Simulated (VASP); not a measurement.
# Na (R-3m) in VASP: further runs

Na is run at these levels: PBE; tasks: relaxation of shape and atoms at fixed volume.

All numbers are computed with VASP 6.6.1; they aren't measurements. Logs are shortened: lines on timing, memory, paths and dates and some standing lists are left out, and cuts for length are marked.

## 1. The cell of the first run

The typed cell holds 1 atom: a = 3.707 Å, b = 3.707 Å, c = 3.707 Å, α = 109.50°, β = 109.50°, γ = 109.50°.

## 2. Relaxation of shape and atoms at fixed volume, PBE (39.17 Å³/atom)

Input file INCAR:

```
PREC = Accurate
ENCUT = 600
EDIFF = 1E-6
ISMEAR = 0
SIGMA = 0.1
LREAL = False
LASPH = True
NELM = 100
ALGO = Fast
ISIF = 4
LWAVE = False
LCHARG = False
GGA = PE
IBRION = 2
NSW = 50
EDIFFG = -0.01
```

Input file KPOINTS:

```
Automatic mesh
0
Gamma
  18 18 18
```

Input file POSCAR:

```
Na
1.0
    3.0273838150      1.7478608605      1.2336089076
   -3.0273838150      1.7478608605      1.2336089076
    0.0000000000     -3.4957217210      1.2336089076
Na
1
Direct
    0.0000000000      0.0000000000      0.0000000000
```

Potentials or basis: VASP PAW PBE potentials, release 64 (Na_pv).

Started as:

```console
cat potpaw_PBE.64/Na_pv/POTCAR > POTCAR
mpirun -np 1 vasp_std > vasp.out
```

OUTCAR:

```text
PREC = Accurate
   ENCUT = 600
   EDIFF = 1E-6
   ISMEAR = 0
   LREAL = False
   LASPH = True
   NELM = 100
   ISIF = 4
   GGA = PE
   IBRION = 2
   NSW = 50
   EDIFFG = -0.01

 ion  position               nearest neighbor table
   1  0.000  0.000  0.000-

  LATTYP: Found a trigonal (rhomboedric) cell.
 ALAT       =     3.7070016574
 COS(alpha) =    -0.3338881206

  Lattice vectors:

 A1 = (   3.0273838150,   1.7478608605,   1.2336089076)
 A2 = (  -3.0273838150,   1.7478608605,   1.2336089076)
 A3 = (   0.0000000000,  -3.4957217210,   1.2336089076)

Analysis of symmetry for initial positions (statically):
=====================================================================
 Subroutine PRICEL returns:
 Original cell was already a primitive cell.

 Routine SETGRP: Setting up the symmetry group for a
 trigonal (rhombohedral) supercell.

 Subroutine GETGRP returns: Found 12 space group operations
 (whereof 12 operations were pure point group operations)
 out of a pool of 12 trial point group operations.

The static configuration has the point symmetry D_3d.

Analysis of symmetry for dynamics (positions and initial velocities):
=====================================================================
 Subroutine PRICEL returns:
 Original cell was already a primitive cell.

 Routine SETGRP: Setting up the symmetry group for a
 trigonal (rhombohedral) supercell.

 Subroutine GETGRP returns: Found 12 space group operations
 (whereof 12 operations were pure point group operations)
 out of a pool of 12 trial point group operations.

The dynamic configuration has the point symmetry D_3d.

 Subroutine INISYM returns: Found 12 space group operations
 (whereof 12 operations are pure point group operations),
 and found     1 'primitive' translations

----------------------------------------------------------------------------------------

                                     Primitive cell

  volume of cell :      39.1654

  direct lattice vectors                    reciprocal lattice vectors
     3.027383815  1.747860860  1.233608908     0.165159105  0.095354653  0.270209895
    -3.027383815  1.747860860  1.233608908    -0.165159105  0.095354653  0.270209895
     0.000000000 -3.495721721  1.233608908     0.000000000 -0.190709307  0.270209895
[... 82 lines left out ...]
   EDIFF  = 0.1E-05   stopping-criterion for ELM
   LREAL  =      F    real-space projection
   EDIFFG = -.1E-01   stopping-criterion for IOM
   NSW    =     50    number of steps for IOM
   IBRION =      2    ionic relax: 0-MD 1-quasi-New 2-CG
   NFREE  =      1    steps in history (QN), initial steepest desc. (CG)
   ISIF   =      4    stress and relaxation
   ISYM   =      2    0-nonsym 1-usesym 2-fastsym
   POTIM  = 0.5000    time-step for ionic-motion
   TEBEG  =    0.0;   TEEND  =   0.0 temperature during run
   PSTRESS=    0.0 pullay stress
   NELECT =       7.0000    total number of electrons
   NUPDOWN=      -1.0000    fix difference up-down
   EMIN   =  10.00;   EMAX   =-10.00  energy-range for DOS
   EFERMI =   0.00;   METHOD = LEGACY
   ISMEAR =     0;   SIGMA  =   0.10  broadening in eV -4-tet -1-fermi 0-gaus
   EFERMI_NEDOS =   21; number of points for ismear=-14 and -15
   IALGO  =     68    algorithm
   IMIX   =      4    mixing-type and parameters
     AMIX     =   0.40;   BMIX     =  1.00
     AMIX_MAG =   1.60;   BMIX_MAG =  1.00
  volume/ion in A,a.u.               =      39.17       264.30
  Fermi-wavevector in a.u.,A,eV,Ry     =   0.922160  1.742631 11.570120  0.850380
  Thomas-Fermi vector in A             =   2.047657
   LORBIT       =      0    0 simple, 1 ext, 2 COOP (PROOUT), +10 PAW based schemes
   GGA     = PE    functional components
   LHFCALC =     F    Hartree Fock is set to
   AEXX    =    0.0000 exact exchange contribution
   IVDW    =     0    specifies the selected vdW correction
   LEPSILON=     F    determine dielectric tensor
   LRPA    =     F    only Hartree local field effects (RPA)
 conjugate gradient relaxation of ions
 non-spin polarized calculation
 RMM-DIIS sequential band-by-band and
 Gauss-broadening in eV      SIGMA  =   0.10
  energy-cutoff  :      600.00
  volume of cell :       39.17
 maximum number of plane-waves:      1327
 NGX is ok and might be reduce to    30
   NGX = 15   NGY = 15   NGZ = 15

 number of electron       7.0000007 magnetization

 Free energy of the ion-electron system (eV)
  ---------------------------------------------------
  ext. energy  EPLUGINS =         0.00000000
  ---------------------------------------------------
  free energy    TOTEN  =        -1.30966992 eV

  energy without entropy =       -1.30730073  energy(sigma->0) =       -1.30848532

 E-fermi :   0.1763     XC(G=0):  -6.3609

 val. band max:        0.1225860037   @ k =   0.2778   0.2222  -0.0000
 cond. band min:       0.2102752835   @ k =   0.5000   0.3333   0.1667
 fundamental gap:      0.0876892799
 Fermi energy:         0.1763447642

 k-point     1 :       0.0000    0.0000    0.0000
  band No.  band energies     occupation
      1     -24.7707      2.00000
      2     -24.7707      2.00000
      3     -24.7707      2.00000
      4      -2.9885      2.00000
      5      11.5499      0.00000
      6      11.5587      0.00000
      7      11.5587      0.00000
[... 221 lines left out ...]
 k-point    24 :      -0.2222    0.0556    0.0000
  band No.  band energies     occupation
      1     -24.7808      2.00000
      2     -24.7739      2.00000
      3     -24.7710      2.00000
      4      -2.3112      2.00000
      5       7.3323      0.00000
      6       8.9456      0.00000
      7       9.9944      0.00000

 [... further k-points ...]

------------------------ aborting loop because EDIFF is reached ----------------------------------------

  FORCE on cell =-STRESS in cart. coord.  units (eV):
  Direction    XX          YY          ZZ          XY          YZ          ZX
  --------------------------------------------------------------------------------------
  -------------------------------------------------------------------------------------
  Total       -0.0987743     -0.0987743     -0.0930715     -0.0000000     -0.0000000      0.0000000
  in kB       -4.0406516     -4.0406516     -3.8073633     -0.0000000     -0.0000000      0.0000000
  external PRESSURE =      -3.9628888 kB  Pullay stress =       0.0000000 kB

 VOLUME and BASIS-vectors are now :
 -----------------------------------------------------------------------------
  energy-cutoff  :      600.00
  volume of cell :       39.17
      direct lattice vectors                 reciprocal lattice vectors
     3.027383815  1.747860860  1.233608908     0.165159105  0.095354653  0.270209895
    -3.027383815  1.747860860  1.233608908    -0.165159105  0.095354653  0.270209895
     0.000000000 -3.495721721  1.233608908     0.000000000 -0.190709307  0.270209895

 POSITION                                       TOTAL-FORCE (eV/Angst)
 -----------------------------------------------------------------------------------
      0.00000      0.00000      0.00000         0.000000     -0.000000      0.000000
 -----------------------------------------------------------------------------------
    total drift:                               -0.000000      0.000000     -0.000000

  FREE ENERGIE OF THE ION-ELECTRON SYSTEM (eV)
  ---------------------------------------------------
  free  energy   TOTEN  =        -1.3096699180 eV

  energy  without entropy=       -1.3073007255  energy(sigma->0) =       -1.30848532

 reached required accuracy - stopping structural energy minimisation
```

OSZICAR:

```text
N       E                     dE             d eps       ncg     rms          rms(c)
DAV:   1     0.216188547357E+02    0.21619E+02   -0.40629E+03  8134   0.904E+02
DAV:   2    -0.856174534465E+00   -0.22475E+02   -0.22463E+02  8421   0.143E+02
DAV:   3    -0.130659569945E+01   -0.45042E+00   -0.45042E+00 10619   0.292E+01
DAV:   4    -0.131008474529E+01   -0.34890E-02   -0.34890E-02  9772   0.229E+00
DAV:   5    -0.131013423376E+01   -0.49488E-04   -0.49488E-04 10675   0.238E-01    0.202E-01
RMM:   6    -0.130985663856E+01    0.27760E-03   -0.33979E-04  8272   0.282E-01    0.136E-01
RMM:   7    -0.130966331715E+01    0.19332E-03   -0.77270E-04  8215   0.360E-01    0.165E-02
RMM:   8    -0.130966536884E+01   -0.20517E-05   -0.16777E-04  8310   0.327E-01    0.425E-03
RMM:   9    -0.130966866731E+01   -0.32985E-05   -0.35531E-05  8286   0.961E-02    0.256E-03
RMM:  10    -0.130966999005E+01   -0.13227E-05   -0.11200E-05  8204   0.823E-02    0.196E-03
RMM:  11    -0.130966991802E+01    0.72027E-07   -0.35721E-06  7839   0.324E-02
   1 F= -.13096699E+01 E0= -.13084853E+01  d E =-.130967E+01
```

CONTCAR:

```text
Na
   1.00000000000000
     3.0273838149999999    1.7478608604999999    1.2336089076000001
    -3.0273838149999999    1.7478608604999999    1.2336089076000001
     0.0000000000000000   -3.4957217209999998    1.2336089076000001
  Na
     1
Direct
     0.0000000000000000    0.0000000000000000    0.0000000000000000

  0.00000000E+00  0.00000000E+00  0.00000000E+00
```

Wall time 2.5 min (1 thread of Intel Xeon 8259CL, shared host); peak memory 0.27 GiB.

Results:

```
Free energy             : -1.3097 eV
Pressure after relaxing : -0.4 GPa
Band gap on the k mesh  : zero (an odd number of electrons rules out a gap without spin polarisation)
```

Final structure:
```
CELL_PARAMETERS angstrom
3.02738 1.74786 1.23361
-3.02738 1.74786 1.23361
0.00000 -3.49572 1.23361
ATOMIC_POSITIONS crystal
Na 0.00000 0.00000 0.00000
```

## 3. Relaxation of shape and atoms at fixed volume, PBE (40.64 Å³/atom)

This run uses another cell than the first one, of 40.64 Å³/atom.

Input file INCAR:

```
SYSTEM = Na
PREC = Accurate
ENCUT = 600
EDIFF = 1E-6
ISMEAR = 0
SIGMA = 0.1
LREAL = .FALSE.
LASPH = .TRUE.
NELM = 80
ALGO = Fast
ISIF = 4
LWAVE = .FALSE.
LCHARG = .FALSE.
GGA = PE
IBRION = 2
NSW = 50
EDIFFG = -0.01
```

Input file KPOINTS:

```
regular mesh
0
G
  18 18 18
  0 0 0
```

Input file POSCAR:

```
Na
1.0
    3.0649949131      1.7695756381      1.2489348089
   -3.0649949131      1.7695756381      1.2489348089
    0.0000000000     -3.5391512762      1.2489348089
Na
1
Direct
    0.0000000000      0.0000000000      0.0000000000
```

Potentials or basis: VASP PAW PBE potentials, release 64 (Na_pv).

Started as:

```console
cat potpaw_PBE.64/Na_pv/POTCAR > POTCAR
mpirun -np 1 vasp_std > vasp.out
```

Wall time 2.9 min (1 thread of Intel Xeon 8259CL, shared host); peak memory 0.28 GiB.

The run converged. Its results:

* Free energy: -1.3049 eV
* Pressure after relaxing: -0.6 GPa
* Band gap on the k mesh: zero (an odd number of electrons rules out a gap without spin polarisation)

Final structure:
```cif
data_structure
_symmetry_space_group_name_H-M 'P 1'
_symmetry_Int_Tables_number 1
_cell_length_a 3.7531
_cell_length_b 3.7531
_cell_length_c 3.7531
_cell_angle_alpha 109.505
_cell_angle_beta 109.505
_cell_angle_gamma 109.505
_cell_volume 40.64
loop_
_atom_site_label
_atom_site_type_symbol
_atom_site_fract_x
_atom_site_fract_y
_atom_site_fract_z
_atom_site_occupancy
Na1 Na 0.00000 0.00000 0.00000 1
```

Levels at points of the mesh, in eV from the Fermi level:
| k point | band 1 | band 2 | band 3 | band 4 | band 5 | band 6 |
| --- | --- | --- | --- | --- | --- | --- |
| (0.00, 0.00, 0.00) | -24.98 | -24.98 | -24.98 | -3.09 | 11.14 | 11.15 |
| (0.50, 0.00, 0.00) | -25.00 | -24.99 | -24.98 | 0.74 | 1.12 | 7.83 |
| (0.50, 0.50, 0.00) | -25.00 | -24.99 | -24.98 | 0.73 | 1.11 | 7.84 |
| (0.50, 0.50, 0.50) | -25.00 | -25.00 | -25.00 | 4.37 | 4.37 | 4.59 |

The gap in the log of VASP goes by the Fermi energy; the results here count the filled bands.